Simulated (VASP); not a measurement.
Bi2Te3:

```
Bi Te
1.0
     2.23601    1.29096   10.36504
    -2.23601    1.29096   10.36504
     0.00000   -2.58192   10.36504
Bi Te
2 3
Direct
  0.60000 0.60000 0.60000
  0.40000 0.40000 0.40000
  0.79050 0.79050 0.79050
  0.20950 0.20950 0.20950
  0.00000 0.00000 0.00000
```

Base run:

| Item | Value |
| --- | --- |
| Program | VASP 6.6.1 |
| Functional | BLYP |
| Potentials or basis | VASP PAW PBE potentials, release 64 (Bi_d, Te) |
| Cutoff | 520 eV |
| k mesh | 7 × 7 × 7 |
| Occupations | fermi-dirac, width 0.05 eV |
| Spin | no spin polarisation |

Its results: band gap on the k mesh 0.34 eV; pressure 2.4 GPa; largest force 0.265 eV/Å.

Task: The run is repeated on the same cell with these changes: functional from BLYP to SVWN5. What comes out?

Result: Band gap on the k mesh 0.23 eV; pressure -4.2 GPa; largest force 0.489 eV/Å.

SVWN5 binds more tightly than BLYP, so the same cell stands under less pressure.

Caveats: the PAW data sets were made with another functional, which shifts forces and pressure a little; spin-orbit coupling is left out, which moves the levels of the heavy elements; an odd mesh through Γ misses points on the zone boundary, where band edges can lie; the cell stands under tension (at least some runs).
